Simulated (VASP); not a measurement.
# Al3GaN4 in VASP: single point with PBEsol

Aim: the single point of Al3GaN4 with PBEsol.

Program: VASP 6.6.1. These are calculated values, not measurements. Logs are shortened: lines on timing, memory, paths and dates and some standing lists are left out, and cuts for length are marked.

### 1 The cell of the first run

The typed cell holds 8 atoms: a = 4.407 Å, b = 4.407 Å, c = 4.408 Å, α = 90.00°, β = 90.00°, γ = 90.00°.

### 2 Single point, PBEsol

INCAR

```
SYSTEM = Al3GaN4
  ALGO = Normal
  EDIFF = 1E-6
  ENCUT = 520
  GGA = PS
  ISIF = 2
  ISMEAR = 0
  LASPH = .True.
  LCHARG = .True.
  LELF = .True.
  LREAL = .False.
  LVHAR = .True.
  LWAVE = .False.
  NBANDS = 31
  NELM = 60
  PREC = Accurate
  SIGMA = 0.05
```

KPOINTS

```
k-points
0
Gamma
  6 6 6
  0 0 0
```

POSCAR

```
Al3GaN4
1.0
    4.4068347611      0.0001212939     -0.0000507985
    0.0001148036      4.4072477324      0.0000257696
   -0.0000484621      0.0000233548      4.4075811210
Al Ga N
3 1 4
Direct
    0.5000033875      0.4999949463      0.0000033930
    0.5000060396      0.0000057185      0.5000072898
    0.0000044980      0.4999999746      0.5000062526
    0.0000029789     -0.0000054555      0.0000077199
    0.7447022139      0.7447063250      0.2552887778
    0.7447038879      0.2552921377      0.7447033708
    0.2552888783      0.7447109663      0.7447011087
    0.2552881159      0.2552953870      0.2552820874
```

Potentials or basis: VASP PAW PBE potentials, release 64 (Al, Ga_d, N).

Started as:

```console
cat potpaw_PBE.64/Al/POTCAR potpaw_PBE.64/Ga_d/POTCAR potpaw_PBE.64/N/POTCAR > POTCAR
mpirun -np 1 vasp_std > vasp.out
```

OUTCAR:

```text
SYSTEM = Al3GaN4
   EDIFF = 1E-6
   ENCUT = 520
   GGA = PS
   ISIF = 2
   ISMEAR = 0
   LASPH = .True.
   LREAL = .False.
   NELM = 60
   PREC = Accurate

 ion  position               nearest neighbor table
   1  0.500  0.500  0.000-   6 1.90   5 1.90   8 1.90   7 1.90   4 3.12   4 3.12   3 3.12   4 3.12
                             4 3.12   3 3.12   3 3.12   3 3.12   2 3.12   2 3.12   2 3.12   2 3.12
   2  0.500  0.000  0.500-   6 1.90   5 1.90   8 1.90   7 1.90   3 3.12   3 3.12   3 3.12   4 3.12
                             4 3.12   3 3.12   4 3.12   4 3.12   1 3.12   1 3.12   1 3.12   1 3.12
   3  0.000  0.500  0.500-   7 1.90   5 1.90   8 1.90   6 1.90   2 3.12   2 3.12   2 3.12   1 3.12
                             1 3.12   2 3.12   1 3.12   1 3.12   4 3.12   4 3.12   4 3.12   4 3.12
   4  0.000  1.000  0.000-   7 1.95   8 1.95   6 1.95   5 1.95   1 3.12   1 3.12   2 3.12   1 3.12
                             1 3.12   2 3.12   2 3.12   2 3.12   3 3.12   3 3.12   3 3.12   3 3.12
   5  0.745  0.745  0.255-   3 1.90   1 1.90   2 1.90   4 1.95
   6  0.745  0.255  0.745-   2 1.90   1 1.90   3 1.90   4 1.95
   7  0.255  0.745  0.745-   3 1.90   1 1.90   2 1.90   4 1.95
   8  0.255  0.255  0.255-   3 1.90   1 1.90   2 1.90   4 1.95

  LATTYP: Found a simple monoclinic cell.
 ALAT       =     4.4072477340
 B/A-ratio  =     1.0000756453
 C/A-ratio  =     1.4141851855
 COS(beta)  =    -0.7071588488

  Lattice vectors:

 A1 = (   0.0001148036,   4.4072477324,   0.0000257696)
 A2 = (   0.0000484621,  -0.0000233548,  -4.4075811210)
 A3 = (  -4.4069495647,  -4.4073690263,   0.0000250289)

Analysis of symmetry for initial positions (statically):
=====================================================================
 Subroutine PRICEL returns:
 Original cell was already a primitive cell.

 Routine SETGRP: Setting up the symmetry group for a
 simple monoclinic supercell.

 Subroutine GETGRP returns: Found  1 space group operations
 (whereof  1 operations were pure point group operations)
 out of a pool of  4 trial point group operations.

The static configuration has the point symmetry C_1 .

Analysis of symmetry for dynamics (positions and initial velocities):
=====================================================================
 Subroutine PRICEL returns:
 Original cell was already a primitive cell.

 Routine SETGRP: Setting up the symmetry group for a
 simple monoclinic supercell.

 Subroutine GETGRP returns: Found  1 space group operations
 (whereof  1 operations were pure point group operations)
 out of a pool of  4 trial point group operations.

The dynamic configuration has the point symmetry C_1 .

 Subroutine INISYM returns: Found  1 space group operations
 (whereof  1 operations are pure point group operations),
 and found     1 'primitive' translations

----------------------------------------------------------------------------------------

                                     Primitive cell

  volume of cell :      85.6041

  direct lattice vectors                    reciprocal lattice vectors
     4.406834761  0.000121294 -0.000050798     0.226920240 -0.000005911  0.000002495
     0.000114804  4.407247732  0.000025770    -0.000006245  0.226898977 -0.000001202
    -0.000048462  0.000023355  4.407581121     0.000002615 -0.000001327  0.226881814

  length of vectors
     4.406834763  4.407247734  4.407581121     0.226920240  0.226898977  0.226881814

  position of ions in fractional coordinates (direct lattice)
     0.500003388  0.499994946  0.000003393
     0.500006040  0.000005718  0.500007290
     0.000004498  0.499999975  0.500006253
     0.000002979  0.999994544  0.000007720
     0.744702214  0.744706325  0.255288778
     0.744703888  0.255292138  0.744703371
     0.255288878  0.744710966  0.744701109
     0.255288116  0.255295387  0.255282087

  ion indices of the primitive-cell ions
   primitive index   ion index
                 1           1
                 2           2
                 3           3
                 4           4
                 5           5
                 6           6
                 7           7
                 8           8

----------------------------------------------------------------------------------------

 KPOINTS: k-points

Automatic generation of k-mesh.
 Grid dimensions read from file:
 generate k-points for:    6    6    6

 Generating k-lattice:

  Cartesian coordinates                     Fractional coordinates (reciprocal lattice)
     0.037820040 -0.000000985  0.000000416     0.166666667  0.000000000  0.000000000
    -0.000001041  0.037816496 -0.000000200    -0.000000000  0.166666667 -0.000000000
     0.000000436 -0.000000221  0.037813636     0.000000000 -0.000000000  0.166666667

  Length of vectors
     0.037820040  0.037816496  0.037813636

  Shift w.r.t. Gamma in fractional coordinates (k-lattice)
     0.000000000  0.000000000  0.000000000

 Subroutine IBZKPT returns following result:
 ===========================================

 Found    112 irreducible k-points:

 Following reciprocal coordinates:
            Coordinates               Weight
  0.000000  0.000000  0.000000      1.000000
  0.166667 -0.000000 -0.000000      2.000000
  0.333333 -0.000000 -0.000000      2.000000
  0.500000 -0.000000 -0.000000      1.000000
 -0.000000  0.166667  0.000000      2.000000
  0.166667  0.166667 -0.000000      2.000000
[... 16 lines left out ...]
 -0.166667  0.000000  0.166667      2.000000
  0.333333  0.000000  0.166667      2.000000
 [... further k-points ...]
   k-points           NKPTS =    112   k-points in BZ     NKDIM =    112   number of bands    NBANDS=     31
   number of dos      NEDOS =    301   number of ions     NIONS =      8
   total plane-waves  NPLWV =  46656
   dimension x,y,z NGX =    36 NGY =   36 NGZ =   36
   dimension x,y,z NGXF=    72 NGYF=   72 NGZF=   72
   ions per type =               3   1   4
   NGX,Y,Z   is equivalent  to a cutoff of  13.58, 13.58, 13.58 a.u.
   NGXF,Y,Z  is equivalent  to a cutoff of  27.16, 27.16, 27.16 a.u.
 SYSTEM =  Al3GaN4
   PREC   = accura    normal or accurate (medium, high low for compatibility)
   ISTART =      0    job   : 0-new  1-cont  2-samecut
   ICHARG =      2    charge: 1-file 2-atom 10-const
   ISPIN  =      1    spin polarized calculation?
   LNONCOLLINEAR =      F non collinear calculations
   LSORBIT =      F    spin-orbit coupling
   LASPH  =      T    aspherical Exc in radial PAW
   ENCUT  =  520.0 eV  38.22 Ry    6.18 a.u.   8.19  8.19  8.20*2*pi/ulx,y,z
   NELM   =     60;   NELMIN=  2; NELMDL= -5     # of ELM steps
   EDIFF  = 0.1E-05   stopping-criterion for ELM
   LREAL  =      F    real-space projection
   EDIFFG = 0.1E-04   stopping-criterion for IOM
   NSW    =      0    number of steps for IOM
   IBRION =     -1    ionic relax: 0-MD 1-quasi-New 2-CG
   NFREE  =      0    steps in history (QN), initial steepest desc. (CG)
   ISIF   =      2    stress and relaxation
   ISYM   =      2    0-nonsym 1-usesym 2-fastsym
   POTIM  = 0.5000    time-step for ionic-motion
   TEBEG  =    0.0;   TEEND  =   0.0 temperature during run
   PSTRESS=    0.0 pullay stress
   NELECT =      42.0000    total number of electrons
   NUPDOWN=      -1.0000    fix difference up-down
   EMIN   =  10.00;   EMAX   =-10.00  energy-range for DOS
   EFERMI =   0.00;   METHOD = LEGACY
   ISMEAR =     0;   SIGMA  =   0.05  broadening in eV -4-tet -1-fermi 0-gaus
   EFERMI_NEDOS =   21; number of points for ismear=-14 and -15
   IALGO  =     38    algorithm
   IMIX   =      4    mixing-type and parameters
     AMIX     =   0.40;   BMIX     =  1.00
     AMIX_MAG =   1.60;   BMIX_MAG =  1.00
  volume/ion in A,a.u.               =      10.70        72.21
  Fermi-wavevector in a.u.,A,eV,Ry     =   1.291199  2.440012 22.683553  1.667194
  Thomas-Fermi vector in A             =   2.422983
   LORBIT       =      0    0 simple, 1 ext, 2 COOP (PROOUT), +10 PAW based schemes
   GGA     = PS    functional components
   LHFCALC =     F    Hartree Fock is set to
   AEXX    =    0.0000 exact exchange contribution
   IVDW    =     0    specifies the selected vdW correction
   LEPSILON=     F    determine dielectric tensor
   LRPA    =     F    only Hartree local field effects (RPA)
 non-spin polarized calculation
 Gauss-broadening in eV      SIGMA  =   0.05
  energy-cutoff  :      520.00
  volume of cell :       85.60
 maximum number of plane-waves:      2325
 NGX is ok and might be reduce to    36
   NGX = 17   NGY = 17   NGZ = 17

 number of electron      41.9999989 magnetization

 Free energy of the ion-electron system (eV)
  ---------------------------------------------------
  ext. energy  EPLUGINS =         0.00000000
  ---------------------------------------------------
  free energy    TOTEN  =       -59.95109148 eV

  energy without entropy =      -59.95109148  energy(sigma->0) =      -59.95109148

 E-fermi :   5.8351     XC(G=0): -11.3275

 val. band max:        5.6168919274   @ k =   0.0000   0.0000   0.0000
 cond. band min:       8.9317611504   @ k =   0.0000   0.0000   0.0000
 fundamental gap:      3.3148692230
 Fermi energy:         5.8350933919

 k-point     1 :       0.0000    0.0000    0.0000
  band No.  band energies     occupation
      1      -9.5384      2.00000
      2      -7.7806      2.00000
      3      -7.7805      2.00000
      4      -7.7804      2.00000
      5      -6.9934      2.00000
      6      -6.9933      2.00000
[... 23 lines left out ...]
     30      17.4496      0.00000
     31      17.4503      0.00000

 k-point     2 :       0.1667   -0.0000   -0.0000
  band No.  band energies     occupation
      1      -9.4105      2.00000
      2      -7.8385      2.00000
      3      -7.7877      2.00000
      4      -7.7876      2.00000
      5      -6.9919      2.00000
      6      -6.9885      2.00000
[... 23 lines left out ...]
     30      17.6427      0.00000
     31      17.6433      0.00000

 k-point     3 :       0.3333   -0.0000   -0.0000
  band No.  band energies     occupation
      1      -9.0518      2.00000
      2      -8.0681      2.00000
      3      -7.8016      2.00000
      4      -7.8016      2.00000
      5      -6.9890      2.00000
      6      -6.9749      2.00000
[... 23 lines left out ...]
     30      17.4321      0.00000
     31      17.9558      0.00000

 k-point     4 :       0.5000   -0.0000   -0.0000
  band No.  band energies     occupation
      1      -8.6291      2.00000
      2      -8.4417      2.00000
      3      -7.8083      2.00000
      4      -7.8082      2.00000
      5      -6.9876      2.00000
      6      -6.9577      2.00000
[... 23 lines left out ...]
     30      16.6920      0.00000
     31      16.9407      0.00000

 k-point     5 :      -0.0000    0.1667    0.0000
  band No.  band energies     occupation
      1      -9.4105      2.00000
      2      -7.8386      2.00000
      3      -7.7877      2.00000
      4      -7.7876      2.00000
      5      -6.9919      2.00000
      6      -6.9885      2.00000
[... 23 lines left out ...]
     30      17.6425      0.00000
     31      17.6438      0.00000
[... 542 lines left out ...]
     30      17.6423      0.00000
     31      17.6437      0.00000

 k-point    22 :       0.1667   -0.0000    0.1667
  band No.  band energies     occupation
      1      -9.2879      2.00000
      2      -7.8614      2.00000
      3      -7.8243      2.00000
      4      -7.7879      2.00000
      5      -6.9888      2.00000
      6      -6.9855      2.00000
[... 23 lines left out ...]
     30      17.5528      0.00000
     31      17.8244      0.00000

 k-point    23 :      -0.1667    0.0000    0.1667
  band No.  band energies     occupation
      1      -9.2879      2.00000
      2      -7.8615      2.00000
      3      -7.8243      2.00000
      4      -7.7879      2.00000
      5      -6.9888      2.00000
      6      -6.9855      2.00000
[... 23 lines left out ...]
     30      17.5521      0.00000
     31      17.6954      0.00000

 k-point    24 :       0.3333    0.0000    0.1667
  band No.  band energies     occupation
      1      -8.9474      2.00000
      2      -8.0485      2.00000
      3      -7.8476      2.00000
      4      -7.7914      2.00000
      5      -6.9852      2.00000
      6      -6.9729      2.00000
[... 23 lines left out ...]
     30      16.8330      0.00000
     31      16.9888      0.00000

 [... further k-points ...]
[... 5 lines left out ...]
  --------------------------------------------------------------------------------------
  -------------------------------------------------------------------------------------
  Total       -0.0385438     -0.0449752     -0.0501652     -0.0042182      0.0000449      0.0022269
  in kB       -0.7213900     -0.8417623     -0.9388975     -0.0789477      0.0008395      0.0416799
  external PRESSURE =      -0.8340166 kB  Pullay stress =       0.0000000 kB

 VOLUME and BASIS-vectors are now :
 -----------------------------------------------------------------------------
  energy-cutoff  :      520.00
  volume of cell :       85.60
      direct lattice vectors                 reciprocal lattice vectors
     4.406834761  0.000121294 -0.000050798     0.226920240 -0.000005911  0.000002495
     0.000114804  4.407247732  0.000025770    -0.000006245  0.226898977 -0.000001202
    -0.000048462  0.000023355  4.407581121     0.000002615 -0.000001327  0.226881814

 POSITION                                       TOTAL-FORCE (eV/Angst)
 -----------------------------------------------------------------------------------
      2.20349      2.20366      0.00000        -0.000352      0.000439     -0.000144
      2.20342      0.00010      2.20380        -0.000615     -0.000590     -0.000530
      0.00005      2.20364      2.20383        -0.000401     -0.000075     -0.000309
      0.00013      4.40722      0.00006        -0.000291     -0.000021     -0.000142
      3.28185      3.28220      1.12519         0.004902      0.004917     -0.004675
      3.28178      1.12524      3.28231         0.005286     -0.004567      0.005034
      1.12507      3.28217      3.28234        -0.004182      0.004763      0.005074
      1.12503      1.12519      1.12517        -0.004347     -0.004866     -0.004307
 -----------------------------------------------------------------------------------
    total drift:                               -0.000020     -0.000035      0.000034

  FREE ENERGIE OF THE ION-ELECTRON SYSTEM (eV)
  ---------------------------------------------------
  free  energy   TOTEN  =       -59.9510914790 eV

  energy  without entropy=      -59.9510914790  energy(sigma->0) =      -59.95109148
```

Run time: 6.1 min. Hardware: 1 thread of Intel Xeon 8259CL, shared host; peak memory 0.39 GiB.

What came out:

```
Free energy            : -59.9511 eV
Pressure               : -0.1 GPa
Largest force          : 0.009 eV/Å
Band gap on the k mesh : 3.31 eV
```

Forces on the atoms (eV/Å):
```
Al   0.000  0.000  0.000
Al  -0.001 -0.001 -0.001
Al   0.000  0.000  0.000
Ga   0.000  0.000  0.000
N    0.005  0.005 -0.005
N    0.005 -0.005  0.005
N   -0.004  0.005  0.005
N   -0.004 -0.005 -0.004
```

Caveat: the PAW data sets were made with another functional, which shifts forces and pressure a little. A k mesh can miss the band edges.
